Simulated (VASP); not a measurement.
# BeS (F-43m) in VASP: further runs, part 2 of 2

VASP 6.6.1.

## Step 3: G0W0 quasiparticle levels, PBE

The input, POSCAR:

```
BeS
1.0
    0.0000000000      2.4343062282      2.4343062282
    2.4343062282      0.0000000000      2.4343062282
    2.4343062282      2.4343062282      0.0000000000
Be S
1 1
Direct
    0.0000000000      0.0000000000      0.0000000000
    0.2500000000      0.2500000000      0.2500000000
```

The input, INCAR.step1:

```
SYSTEM = BeS
PREC = Accurate
ENCUT = 500
EDIFF = 1E-8
ISMEAR = 0
SIGMA = 0.01
LREAL = .FALSE.
LASPH = .TRUE.
NELM = 80
ALGO = Normal
LWAVE = .TRUE.
LCHARG = .FALSE.
GGA = PE
```

The input, INCAR.step2:

```
SYSTEM = BeS
PREC = Accurate
ENCUT = 500
EDIFF = 1E-8
ISMEAR = 0
SIGMA = 0.01
LREAL = .FALSE.
LASPH = .TRUE.
NELM = 1
ALGO = Exact
LWAVE = .TRUE.
LCHARG = .FALSE.
GGA = PE
NBANDS = 203
LOPTICS = .TRUE.
ISTART = 1
```

The input, INCAR.step3:

```
SYSTEM = BeS
PREC = Accurate
ENCUT = 500
EDIFF = 1E-8
ISMEAR = 0
SIGMA = 0.01
LREAL = .FALSE.
LASPH = .TRUE.
ALGO = EVGW0
LWAVE = .FALSE.
LCHARG = .FALSE.
GGA = PE
NELMGW = 1
NBANDS = 203
ENCUTGW = 200
NOMEGA = 96
PRECFOCK = Fast
ISTART = 1
NBANDSGW = 12
OMEGAMAX = 20
```

The input, KPOINTS:

```
regular mesh
0
G
  4 4 4
  0 0 0
```

Potentials or basis: VASP PAW PBE potentials, release 64 (Be_GW, S_GW).

Started as:

```sh
$ cat potpaw_PBE.64/Be_GW/POTCAR potpaw_PBE.64/S_GW/POTCAR > POTCAR
$ cp INCAR.step1 INCAR
$ mpirun -np 1 vasp_std > vasp.out
$ cp INCAR.step2 INCAR
$ mpirun -np 1 vasp_std > vasp.out
$ cp INCAR.step3 INCAR
$ mpirun -np 1 vasp_std > vasp.out
```

OUTCAR:

```text
SYSTEM = BeS
   PREC = Accurate
   ENCUT = 500
   EDIFF = 1E-8
   ISMEAR = 0
   LREAL = .FALSE.
   LASPH = .TRUE.
   GGA = PE
   NELMGW = 1
   ENCUTGW = 200
   PRECFOCK = Fast
   ISTART = 1

 ion  position               nearest neighbor table
   1  0.000  0.000  0.000-   2 2.11   2 2.11   2 2.11   2 2.11
   2  0.250  0.250  0.250-   1 2.11   1 2.11   1 2.11   1 2.11

  LATTYP: Found a face centered cubic cell.
 ALAT       =     4.8686124564

  Lattice vectors:

 A1 = (   0.0000000000,   2.4343062282,   2.4343062282)
 A2 = (   2.4343062282,   0.0000000000,   2.4343062282)
 A3 = (   2.4343062282,   2.4343062282,   0.0000000000)

Analysis of symmetry for initial positions (statically):
=====================================================================
 Subroutine PRICEL returns:
 Original cell was already a primitive cell.

 Routine SETGRP: Setting up the symmetry group for a
 face centered cubic supercell.

 Subroutine GETGRP returns: Found 24 space group operations
 (whereof 24 operations were pure point group operations)
 out of a pool of 48 trial point group operations.

The static configuration has the point symmetry T_d .

Analysis of symmetry for dynamics (positions and initial velocities):
=====================================================================
 Subroutine PRICEL returns:
 Original cell was already a primitive cell.

 Routine SETGRP: Setting up the symmetry group for a
 face centered cubic supercell.

[... 103 lines left out ...]
   EFERMI_NEDOS =   21; number of points for ismear=-14 and -15
   IALGO  =     38    algorithm
   IMIX   =      4    mixing-type and parameters
     AMIX     =   0.40;   BMIX     =  1.00
     AMIX_MAG =   1.60;   BMIX_MAG =  1.00
  volume/ion in A,a.u.               =      14.43        97.35
  Fermi-wavevector in a.u.,A,eV,Ry     =   1.067545  2.017368 15.505918  1.139653
  Thomas-Fermi vector in A             =   2.203165
   LORBIT       =      0    0 simple, 1 ext, 2 COOP (PROOUT), +10 PAW based schemes
   GGA     = PE    functional components
   LHFCALC =     T    Hartree Fock is set to
   PRECFOCK=fast      Normal, Fast or Accurate (Low or Medium for compatibility)
   ENCUT4O =  -1.0   cutoff for four orbital integrals eV
   NKREDX  =     1    reduce k-point grid by
   NKREDY  =     1    reduce k-point grid by
   NKREDZ  =     1    reduce k-point grid by
   AEXX    =    1.0000 exact exchange contribution
   HFSCREEN=    0.0000 screening length (either q_TF or 0.3 A-1)
   HFSCREENC=   0.0000 screening length for correlation (either q_TF or 0.3 A-1)
   ENCUTFOCK=  -1.0 apply spherical cutoff to Coloumb kernel
   IVDW    =     0    specifies the selected vdW correction
   LEPSILON=     F    determine dielectric tensor
   LRPA    =     F    only Hartree local field effects (RPA)
   LRPAFORCE           =     F    calculate RPA forces
   ENCUTGW             = 200.0    cutoff for response function in eV
   ENCUTGWSOFT         = 160.0    soft cutoff for Coulomb kernel in GW response function in eV
   ENCUTLF             =  -1.0    cutoff for local field effects
   NELMGW              =     1    number of iterations in solving QP/BSE equation
   NELMHF              =     1    number of iterations in the inner HF iteration
   NKREDLFX            =     1    NKREDLFY  =   1   NKREDLFZ  =   1
 non-spin polarized calculation
 Gauss-broadening in eV      SIGMA  =   0.01
  energy-cutoff  :      500.00
  volume of cell :       28.85
 maximum number of plane-waves:       754
 NGX is ok and might be reduce to    28
  NGX = 14; NGY = 14; NGZ = 14
   NGX = 13   NGY = 13   NGZ = 13
 maximum number of plane-waves:       200

 QP shifts <psi_nk| G(iteration)W_0 |psi_nk>: iteration 1
 for sc-GW calculations column KS-energies equals QP-energies in previous step
 and V_xc(KS)=  KS-energies - (<T + V_ion + V_H > + <T+V_H+V_ion>^1  + <V_x>^1)

 k-point   1 :       0.0000    0.0000    0.0000
  band No.  KS-energies  QP-energies   sigma(KS)   V_xc(KS)     V^pw_x(r,r')   Z            occupation Imag(sigma)

      1      -9.9238     -11.0974     -14.2514     -12.7969     -21.3167       0.8069       2.0000       1.5441
      2       3.6985       2.5958     -15.1126     -13.7029     -16.6002       0.7822       2.0000       0.0268
      3       3.6985       2.5958     -15.1126     -13.7029     -16.6002       0.7822       2.0000       0.0268
      4       3.6985       2.5958     -15.1126     -13.7029     -16.6002       0.7822       2.0000       0.0268
      5       9.3382       9.9878      -9.7024     -10.5184      -5.2071       0.7960       0.0000      -0.0545
      6       9.3382       9.9878      -9.7024     -10.5184      -5.2071       0.7960       0.0000      -0.0545
      7       9.3382       9.9878      -9.7024     -10.5184      -5.2071       0.7960       0.0000      -0.0545
      8       9.4800       9.8456      -9.9585     -10.4162      -5.2385       0.7987       0.0000      -0.0593
      9      16.3137      17.0007     -10.5347     -11.4347      -4.9428       0.7633       0.0000      -0.1466
     10      16.3137      17.0007     -10.5347     -11.4347      -4.9428       0.7633       0.0000      -0.1466
     11      18.4840      18.4190      -8.6113      -8.5247      -2.3184       0.7511       0.0000      -0.3870
     12      20.1712      20.2467      -8.5767      -8.6744      -2.2504       0.7729       0.0000      -0.4975
[... 100 lines left out ...]
      1      -7.7559      -8.6146     -15.1063     -13.9285     -21.5811       0.7291       2.0000       0.9601
      2      -0.5221      -1.8824     -13.8099     -11.9915     -16.6418       0.7481       2.0000       0.0575
      3      -0.1174      -1.4062     -13.4980     -11.8017     -15.9977       0.7598       2.0000       0.0491
      4       0.3978      -0.8245     -13.3218     -11.7282     -15.5647       0.7670       2.0000       0.0416
      5      10.1403      10.4835     -10.0814     -10.5107      -5.6277       0.7995       0.0000      -0.0584
      6      11.7545      12.2673      -9.4467     -10.0920      -4.6353       0.7946       0.0000      -0.0675
      7      12.0695      12.6395      -9.4851     -10.2212      -4.1861       0.7743       0.0000      -0.0841
      8      12.4441      13.1074     -10.9356     -11.8058      -5.6127       0.7622       0.0000      -0.0852
      9      17.8162      18.5626     -10.9117     -11.9142      -4.5042       0.7445       0.0000      -0.2844
     10      17.9928      18.4488     -10.8705     -11.4961      -4.1889       0.7290       0.0000      -0.3526
     11      20.4504      21.1609     -10.8642     -11.8088      -4.0217       0.7522       0.0000      -0.5110
     12      22.0868      22.3749     -10.1881     -10.5489      -3.4749       0.7987       0.0000      -0.7977
```

OUTCAR.step1:

```text
SYSTEM = BeS
   PREC = Accurate
   ENCUT = 500
   EDIFF = 1E-8
   ISMEAR = 0
   LREAL = .FALSE.
   LASPH = .TRUE.
[... 290 lines left out ...]
      0.00000      0.00000      0.00000         0.000000     -0.000000      0.000000
      1.21715      1.21715      1.21715        -0.000000      0.000000     -0.000000
 -----------------------------------------------------------------------------------
    total drift:                                0.000000      0.000000      0.000000

  FREE ENERGIE OF THE ION-ELECTRON SYSTEM (eV)
  ---------------------------------------------------
  free  energy   TOTEN  =        -9.9067420310 eV

  energy  without entropy=       -9.9067420310  energy(sigma->0) =       -9.90674203
```

It took 54 s on 1 thread of Intel Xeon 6975P-C (Granite Rapids), shared host; peak memory 0.43 GiB.

Results:

- Quasiparticle gap: 4.49 eV
- Least direct quasiparticle gap: 7.24 eV
- Band gap of the starting levels on the mesh: 3.12 eV
- Least direct gap of the starting levels on the mesh: 5.64 eV

Caveat: the k points lie up to 0.56 Å⁻¹ apart; bands, screening cutoff and mesh are small and nothing is extrapolated, so the quasiparticle values aren't converged.
